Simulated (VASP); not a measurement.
# SiC (P6/mmm) in VASP: further runs

The runs below take SiC through single point, relaxation of cell and atoms, with PBE.

Program: VASP 6.6.1. These are calculated values, not measurements. Logs are shortened: lines on timing, memory, paths and dates and some standing lists are left out, and cuts for length are marked.

## (1) The cell of the first run

Symmetry: P6/mmm, No. 191, hexagonal system. The conventional cell has a = 2.504 Å, b = 2.504 Å, c = 3.852 Å, α = 90.00°, β = 90.00°, γ = 120.00°. Within 2.6 Å of Si (site symmetry 6/mmm) lie 2 C at 1.93 Å and 6 Si at 2.50 Å. C (site symmetry 6/mmm) has 2 Si at 1.93 Å and 6 C at 2.50 Å within 2.6 Å.

## (2) Single point, PBE

INCAR

```
SYSTEM = SiC
PREC = Accurate
ENCUT = 520
EDIFF = 1E-6
ISMEAR = 0
SIGMA = 0.1
LREAL = .FALSE.
LASPH = .TRUE.
NELM = 80
ALGO = Normal
ISIF = 2
LWAVE = .FALSE.
LCHARG = .FALSE.
GGA = PE
NBANDS = 11
```

KPOINTS

```
Automatic mesh
0
G
  6 6 4
  0 0 0
```

POSCAR

```
SiC
1.0
    2.5044060063      0.0000000028      0.0000000000
   -1.2522030056      2.1688792215      0.0000000000
    0.0000000000      0.0000000000      3.8516617995
Si C
1 1
Direct
    0.0000000000      0.0000000000      0.0000000000
    0.0000000000      0.0000000000      0.5000000000
```

Potentials or basis: VASP PAW PBE potentials, release 64 (Si, C).

The run is started by

```sh
> cat potpaw_PBE.64/Si/POTCAR potpaw_PBE.64/C/POTCAR > POTCAR
> mpirun -np 1 vasp_std > vasp.out
```

OUTCAR:

```text
SYSTEM = SiC
   PREC = Accurate
   ENCUT = 520
   EDIFF = 1E-6
   ISMEAR = 0
   LREAL = .FALSE.
   LASPH = .TRUE.
   NELM = 80
   ISIF = 2
   GGA = PE

 ion  position               nearest neighbor table
   1  0.000  0.000  0.000-   2 1.93   2 1.93
   2  0.000  0.000  0.500-   1 1.93   1 1.93

  LATTYP: Found a hexagonal cell.
 ALAT       =     2.5044060063
 C/A-ratio  =     1.5379542254

  Lattice vectors:

 A1 = (   2.5044060063,   0.0000000028,   0.0000000000)
 A2 = (  -1.2522030056,   2.1688792215,   0.0000000000)
 A3 = (   0.0000000000,   0.0000000000,   3.8516617995)

Analysis of symmetry for initial positions (statically):
=====================================================================
 Subroutine PRICEL returns:
 Original cell was already a primitive cell.

 Routine SETGRP: Setting up the symmetry group for a
 hexagonal supercell.

 Subroutine GETGRP returns: Found 24 space group operations
 (whereof 24 operations were pure point group operations)
 out of a pool of 24 trial point group operations.

The static configuration has the point symmetry D_6h.

Analysis of symmetry for dynamics (positions and initial velocities):
=====================================================================
 Subroutine PRICEL returns:
 Original cell was already a primitive cell.

 Routine SETGRP: Setting up the symmetry group for a
 hexagonal supercell.

 Subroutine GETGRP returns: Found 24 space group operations
 (whereof 24 operations were pure point group operations)
 out of a pool of 24 trial point group operations.

The dynamic configuration has the point symmetry D_6h.

 Subroutine INISYM returns: Found 24 space group operations
 (whereof 24 operations are pure point group operations),
 and found     1 'primitive' translations

----------------------------------------------------------------------------------------

                                     Primitive cell

  volume of cell :      20.9213

  direct lattice vectors                    reciprocal lattice vectors
     2.504406006  0.000000003  0.000000000     0.399296279  0.230533815  0.000000000
    -1.252203006  2.168879222  0.000000000    -0.000000001  0.461067629  0.000000000
     0.000000000  0.000000000  3.851661799     0.000000000  0.000000000  0.259628195

  length of vectors
     2.504406006  2.504406006  3.851661799     0.461067629  0.461067629  0.259628195

  position of ions in fractional coordinates (direct lattice)
     0.000000000  0.000000000  0.000000000
     0.000000000  0.000000000  0.500000000

[... 81 lines left out ...]
   TEBEG  =    0.0;   TEEND  =   0.0 temperature during run
   PSTRESS=    0.0 pullay stress
   NELECT =       8.0000    total number of electrons
   NUPDOWN=      -1.0000    fix difference up-down
   EMIN   =  10.00;   EMAX   =-10.00  energy-range for DOS
   EFERMI =   0.00;   METHOD = LEGACY
   ISMEAR =     0;   SIGMA  =   0.10  broadening in eV -4-tet -1-fermi 0-gaus
   EFERMI_NEDOS =   21; number of points for ismear=-14 and -15
   IALGO  =     38    algorithm
   IMIX   =      4    mixing-type and parameters
     AMIX     =   0.40;   BMIX     =  1.00
     AMIX_MAG =   1.60;   BMIX_MAG =  1.00
  volume/ion in A,a.u.               =      10.46        70.59
  Fermi-wavevector in a.u.,A,eV,Ry     =   1.188253  2.245472 19.210665  1.411944
  Thomas-Fermi vector in A             =   2.324386
   LORBIT       =      0    0 simple, 1 ext, 2 COOP (PROOUT), +10 PAW based schemes
   GGA     = PE    functional components
   LHFCALC =     F    Hartree Fock is set to
   AEXX    =    0.0000 exact exchange contribution
   IVDW    =     0    specifies the selected vdW correction
   LEPSILON=     F    determine dielectric tensor
   LRPA    =     F    only Hartree local field effects (RPA)
 non-spin polarized calculation
 Gauss-broadening in eV      SIGMA  =   0.10
  energy-cutoff  :      520.00
  volume of cell :       20.92
 maximum number of plane-waves:       576
 NGX is ok and might be reduce to    20
   NGX =  9   NGY =  9   NGZ = 15

 number of electron       7.9999999 magnetization

 Free energy of the ion-electron system (eV)
  ---------------------------------------------------
  ext. energy  EPLUGINS =         0.00000000
  ---------------------------------------------------
  free energy    TOTEN  =       -11.21271920 eV

  energy without entropy =      -11.20348707  energy(sigma->0) =      -11.20810314

 E-fermi :   8.4810     XC(G=0): -11.7037

 val. band max:        8.4560857827   @ k =   0.5000   0.0000   0.0000
 cond. band min:       8.5218580026   @ k =   0.1667   0.1667   0.5000
 fundamental gap:      0.0657722200
 Fermi energy:         8.4810043382

 k-point     1 :       0.0000    0.0000    0.0000
  band No.  band energies     occupation
      1      -7.0416      2.00000
      2       1.4622      2.00000
      3       1.6906      2.00000
      4      13.0875      0.00000
      5      13.0875      0.00000
      6      20.7903      0.00000
      7      23.0823      0.00000
      8      23.0823      0.00000
      9      23.6926      0.00000
     10      24.4535      0.00000
     11      24.4535      0.00000
[... 267 lines left out ...]
 k-point    21 :       0.3333    0.3333    0.5000
  band No.  band energies     occupation
      1       0.3098      2.00000
      2       3.3034      2.00000
      3       5.8324      2.00000
      4       5.8324      2.00000
      5       5.9076      2.00000
      6       5.9076      2.00000
      7      16.3252      0.00000
      8      20.9095      0.00000
      9      22.2166      0.00000
     10      22.2166      0.00000
     11      28.9017      0.00000

------------------------ aborting loop because EDIFF is reached ----------------------------------------

  FORCE on cell =-STRESS in cart. coord.  units (eV):
  Direction    XX          YY          ZZ          XY          YZ          ZX
  --------------------------------------------------------------------------------------
  -------------------------------------------------------------------------------------
  Total       -0.0001588     -0.0001588      0.0273343      0.0000000      0.0000000      0.0000000
  in kB       -0.0121631     -0.0121631      2.0932939      0.0000000      0.0000000      0.0000000
  external PRESSURE =       0.6896559 kB  Pullay stress =       0.0000000 kB

 VOLUME and BASIS-vectors are now :
 -----------------------------------------------------------------------------
  energy-cutoff  :      520.00
  volume of cell :       20.92
      direct lattice vectors                 reciprocal lattice vectors
     2.504406006  0.000000003  0.000000000     0.399296279  0.230533815  0.000000000
    -1.252203006  2.168879222  0.000000000    -0.000000001  0.461067629  0.000000000
     0.000000000  0.000000000  3.851661799     0.000000000  0.000000000  0.259628195

 POSITION                                       TOTAL-FORCE (eV/Angst)
 -----------------------------------------------------------------------------------
      0.00000      0.00000      0.00000        -0.000000      0.000000      0.000000
      0.00000      0.00000      1.92583         0.000000      0.000000      0.000000
 -----------------------------------------------------------------------------------
    total drift:                               -0.000000     -0.000000      0.000000

  FREE ENERGIE OF THE ION-ELECTRON SYSTEM (eV)
  ---------------------------------------------------
  free  energy   TOTEN  =       -11.2127192037 eV

  energy  without entropy=      -11.2034870710  energy(sigma->0) =      -11.20810314
```

stdout:

```text
POSCAR found type information on POSCAR SiC
 POSCAR found :  2 types and       2 ions
 scaLAPACK will be used
 LDA part: xc-table for (Slater+PW92), standard interpolation
 POSCAR, INCAR and KPOINTS ok, starting setup
 FFT: planning ... GRIDC
 FFT: planning ... GRID_SOFT
 FFT: planning ... GRID
 WAVECAR not read
 entering main loop
```

Run time: 5.4 s. Hardware: 1 thread of AMD EPYC 7R43 (Zen 3), shared host; peak memory 0.09 GiB.

Results:

* Free energy: -11.2127 eV
* Pressure: 0.1 GPa
* Band gap on the k mesh: zero (band 4 reaches 13.21 eV, above the bottom of band 5 at 5.91 eV)

Caveat: the k points lie up to 0.48 Å⁻¹ apart.

## (3) Single point, PBE

This run uses another cell than the first one, of 14.01 Å³/atom, 1.339 times its volume.

INCAR

```
SYSTEM = SiC
PREC = Accurate ; ENCUT = 520
EDIFF = 1E-6 ; ISMEAR = 0
SIGMA = 0.1 ; LREAL = .FALSE.
LASPH = .TRUE. ; NELM = 80
ALGO = Normal ; ISIF = 2
LWAVE = .FALSE. ; LCHARG = .TRUE.
GGA = PE ; LELF = .TRUE.
LVHAR = .TRUE. ; NBANDS = 11
```

KPOINTS is that of step 2.

POSCAR

```
SiC
1.0
    2.5823837900      0.0000000000      0.0000000000
   -1.2911919000      2.2364099700      0.0000000000
    0.0000000000      0.0000000000      4.8500170000
Si C
1 1
Direct
    0.0000000000      0.0000000000      0.0000000000
    0.0000000000      0.0000000000      0.5000000000
```

Potentials or basis: VASP PAW PBE potentials, release 64 (Si, C).

The run is started by

```sh
> cat potpaw_PBE.64/Si/POTCAR potpaw_PBE.64/C/POTCAR > POTCAR
> mpirun -np 1 vasp_std > vasp.out
```

Run time: 7.7 s. Hardware: 1 thread of AMD EPYC 7R43 (Zen 3), shared host; peak memory 0.1 GiB.

Results (log left out):

```yaml
Free_energy: -9.8550 eV
Pressure: -23.6 GPa
Band_gap_on_the_k_mesh: zero (band 4 reaches 10.08 eV, above the bottom of band 5 at 3.85 eV)
```

Stress tensor (GPa, compression positive):
```
-15.76   0.00   0.00
  0.00 -15.76   0.00
  0.00   0.00 -39.17
```

Levels at points of the mesh, in eV from the Fermi level:
```
           k point  band 1  band 2  band 3  band 4  band 5  band 6  band 7  band 8  band 9
(0.00, 0.00, 0.00)  -13.35   -9.28   -5.75    4.44    4.44    5.47   11.27   13.20   13.20
(0.50, 0.00, 0.00)   -8.31   -5.59   -3.14   -2.15   -1.80    2.70    4.63    7.88    8.67
(0.00, 0.00, 0.50)  -12.11  -11.91   -1.14   -0.06    4.46    4.46   12.92   12.92   14.15
(0.50, 0.00, 0.50)   -7.83   -5.40   -4.92   -3.58    1.94    2.80    5.04    7.46    7.47
```

Caveat: the k points lie up to 0.47 Å⁻¹ apart.

## (4) Single point, PBE, collinear spin, ferromagnetic start

INCAR

```
PREC = Accurate ; ENCUT = 520
EDIFF = 1E-6 ; ISMEAR = 0
SIGMA = 0.1 ; LREAL = False
LASPH = True ; NELM = 150
ALGO = Normal ; ISIF = 2
LWAVE = False ; LCHARG = False
ISPIN = 2 ; MAGMOM = 0 1
LORBIT = 11 ; GGA = PE
NBANDS = 15
```

KPOINTS

```
Automatic mesh
0
Gamma
  6 6 4
```

POSCAR

```
SiC
1.0
    2.5044060063      0.0000000000      0.0000000000
   -1.2522030032      2.1688792229      0.0000000000
    0.0000000000      0.0000000000      3.8516617995
Si C
1 1
Direct
    0.0000000000      0.0000000000      0.0000000000
    0.0000000000      0.0000000000      0.5000000000
```

Potentials or basis: VASP PAW PBE potentials, release 64 (Si, C).

The run is started by

```sh
> cat potpaw_PBE.64/Si/POTCAR potpaw_PBE.64/C/POTCAR > POTCAR
> mpirun -np 1 vasp_std > vasp.out
```

OUTCAR:

```text
PREC = Accurate
   ENCUT = 520
   EDIFF = 1E-6
   ISMEAR = 0
   LREAL = False
   LASPH = True
   NELM = 150
   ISIF = 2
   ISPIN = 2
   LORBIT = 11
   GGA = PE

 ion  position               nearest neighbor table
   1  0.000  0.000  0.000-   2 1.93   2 1.93
   2  0.000  0.000  0.500-   1 1.93   1 1.93

  LATTYP: Found a hexagonal cell.
 ALAT       =     2.5044060063
 C/A-ratio  =     1.5379542254

  Lattice vectors:

 A1 = (   2.5044060063,   0.0000000000,   0.0000000000)
 A2 = (  -1.2522030032,   2.1688792229,   0.0000000000)
 A3 = (   0.0000000000,   0.0000000000,   3.8516617995)

Analysis of symmetry for initial positions (statically):
=====================================================================
 Subroutine PRICEL returns:
 Original cell was already a primitive cell.

 Routine SETGRP: Setting up the symmetry group for a
 hexagonal supercell.

 Subroutine GETGRP returns: Found 24 space group operations
 (whereof 24 operations were pure point group operations)
[... 936 lines left out ...]
     10      22.2168      0.00000
     11      28.9019      0.00000
     12      28.9019      0.00000
     13      32.6247      0.00000
     14      32.6247      0.00000
     15      32.6264      0.00000

------------------------ aborting loop because EDIFF is reached ----------------------------------------

  FORCE on cell =-STRESS in cart. coord.  units (eV):
  Direction    XX          YY          ZZ          XY          YZ          ZX
  --------------------------------------------------------------------------------------
  -------------------------------------------------------------------------------------
  Total       -0.0007130     -0.0007130      0.0274361      0.0000000      0.0000000      0.0000000
  in kB       -0.0546055     -0.0546055      2.1010931      0.0000000      0.0000000      0.0000000
  external PRESSURE =       0.6639607 kB  Pullay stress =       0.0000000 kB

 VOLUME and BASIS-vectors are now :
 -----------------------------------------------------------------------------
  energy-cutoff  :      520.00
  volume of cell :       20.92
      direct lattice vectors                 reciprocal lattice vectors
     2.504406006  0.000000000  0.000000000     0.399296279  0.230533814  0.000000000
    -1.252203003  2.168879223  0.000000000     0.000000000  0.461067629  0.000000000
     0.000000000  0.000000000  3.851661799     0.000000000  0.000000000  0.259628195

 POSITION                                       TOTAL-FORCE (eV/Angst)
 -----------------------------------------------------------------------------------
      0.00000      0.00000      0.00000        -0.000000      0.000000      0.000000
      0.00000      0.00000      1.92583         0.000000      0.000000      0.000000
 -----------------------------------------------------------------------------------
    total drift:                               -0.000000      0.000000      0.000000

  FREE ENERGIE OF THE ION-ELECTRON SYSTEM (eV)
  ---------------------------------------------------
  free  energy   TOTEN  =       -11.2127191052 eV

  energy  without entropy=      -11.2034870504  energy(sigma->0) =      -11.20810308

 total charge

# of ion       s       p       d       tot
------------------------------------------
    1        0.720   0.927   0.000   1.647
    2        0.958   1.255   0.000   2.212
--------------------------------------------------
tot          1.677   2.182   0.000   3.859

 magnetization (x)

# of ion       s       p       d       tot
------------------------------------------
    1        0.000   0.000   0.000   0.000
    2        0.000   0.000   0.000   0.000
--------------------------------------------------
tot          0.000   0.000   0.000   0.000
```

Run time: 20 s. Hardware: 1 thread of AMD EPYC 7R43 (Zen 3), shared host; peak memory 0.1 GiB.

What came out:

| Quantity | Value |
| --- | --- |
| Free energy | -11.2127 eV |
| Pressure | 0.1 GPa |
| Band gap on the k mesh | zero (filled and empty bands overlap) |
| Net moment | 0.00 μB per cell |
| Valence electrons inside the program's atomic spheres | Si 1.65; C 2.21 |

Stress tensor (GPa, compression positive):
```
-0.01  0.00  0.00
 0.00 -0.01  0.00
 0.00  0.00  0.21
```

Levels at points of the mesh, in eV from the Fermi level:
Spin up:
```csv
k point,band 1,band 2,band 3,band 4,band 5,band 6,band 7,band 8
"(0.00, 0.00, 0.00)",-15.52,-7.02,-6.79,4.61,4.61,12.31,14.60,14.60
"(0.50, 0.00, 0.00)",-10.08,-7.09,-3.47,-0.17,-0.03,2.30,5.25,10.37
"(0.00, 0.00, 0.50)",-13.52,-13.06,0.59,4.72,4.72,5.83,14.34,14.34
"(0.50, 0.00, 0.50)",-9.01,-6.67,-5.04,-4.69,2.71,3.74,8.35,11.19
```
Spin down:
```csv
k point,band 2,band 3,band 4,band 5,band 6,band 7
"(0.00, 0.00, 0.00)",-7.02,-6.79,4.61,4.61,12.31,14.60
"(0.50, 0.00, 0.00)",-7.08,-3.47,-0.17,-0.02,2.30,5.25
"(0.00, 0.00, 0.50)",-13.06,0.59,4.72,4.72,5.83,14.34
"(0.50, 0.00, 0.50)",-6.67,-5.04,-4.69,2.71,3.74,8.35
```

Caveat: the k points lie up to 0.48 Å⁻¹ apart.

## (5) Relaxation of cell and atoms, PBE

This run uses another cell than the first one, of 14.01 Å³/atom, 1.339 times its volume.

INCAR

```
ALGO = Normal ; EDIFF = 1E-6
EDIFFG = -0.04 ; ENCUT = 600
GGA = PE ; IBRION = 2
ISIF = 3 ; ISMEAR = 0
LASPH = T ; LCHARG = F
LREAL = F ; LWAVE = F
NELM = 100 ; NSW = 90
PREC = Accurate ; SIGMA = 0.1
```

KPOINTS

```
k-points
0
Gamma
  6 6 4
```

POSCAR

```
SiC
1.0
    2.5823837900      0.0000000000      0.0000000000
   -1.2911919000      2.2364099700      0.0000000000
    0.0000000000      0.0000000000      4.8500170000
Si C
1 1
Direct
    0.0000000000      0.0000000000      0.0000000000
    0.0000000000      0.0000000000      0.5000000000
```

The run is started by

```sh
> cat potpaw_PBE.64/Si/POTCAR potpaw_PBE.64/C/POTCAR > POTCAR
> mpirun -np 1 vasp_std > vasp.out
```

Run time: 50 s. Hardware: 1 thread of AMD EPYC 7R43 (Zen 3), shared host; peak memory 0.12 GiB.

The run converged. Its results:

* Free energy: -11.2175 eV
* Relaxed volume: 10.45 Å³/atom
* Relaxed cell: a = 2.504 Å, b = 2.504 Å, c = 3.851 Å, α = 90.00°, β = 90.00°, γ = 120.00°
* Space group after relaxing (to 0.05 Å): P6/mmm (No. 191)
* Energy gained by relaxing: 681.3 meV/atom
* Ionic steps: 9
* Pressure after relaxing: 0.1 GPa
* Band gap on the k mesh: zero (band 4 reaches 13.22 eV, above the bottom of band 5 at 5.91 eV)

Stress tensor (GPa, compression positive):
```
0.05 0.00 0.00
0.00 0.05 0.00
0.00 0.00 0.24
```

Step by step:
```tsv
step	energy change (eV)	largest force (eV/Å)	pressure (GPa)	volume (Å³)
1	0.0000	0.0000	-23.59	28.01
2	-1.2287	0.0000	-0.66	20.37
3	-1.2456	0.0000	5.30	19.81
4	-1.3253	0.0000	10.83	19.97
5	-1.3391	0.0000	8.37	19.94
6	-1.3567	0.0000	-3.23	21.47
7	-1.3623	0.0000	0.09	20.92
8	-1.3623	0.0000	0.22	20.90
9	-1.3625	0.0000	0.11	20.90
```

Final structure:
```yaml
crystal:
  lattice:
    - [2.50351, 0.00000, 0.00000]
    - [-1.25175, 2.16810, 0.00000]
    - [0.00000, 0.00000, 3.85101]
  atoms:
    - { symbol: Si, position: [0.00000, 0.00000, 0.00000] }
    - { symbol: C, position: [0.00000, 0.00000, 0.50000] }
```

Levels at points of the mesh, in eV from the Fermi level:
```
           k point  band 1  band 2  band 3  band 4  band 5  band 6  band 7  band 8
(0.00, 0.00, 0.00)  -15.53   -7.03   -6.80    4.61    4.61   12.31   14.61   15.22
(0.50, 0.00, 0.00)  -10.08   -7.09   -3.48   -0.18   -0.02    2.30    5.25   10.38
(0.00, 0.00, 0.50)  -13.52  -13.07    0.59    4.73    4.73    5.83   14.36   14.36
(0.50, 0.00, 0.50)   -9.01   -6.67   -5.04   -4.69    2.71    3.74    8.36   11.20
```

Caveat: the k points lie up to 0.48 Å⁻¹ apart in the final cell; the volume moved by over 15 % at a fixed basis, so the end points are rough.

(Continued in part 2 of 2.)
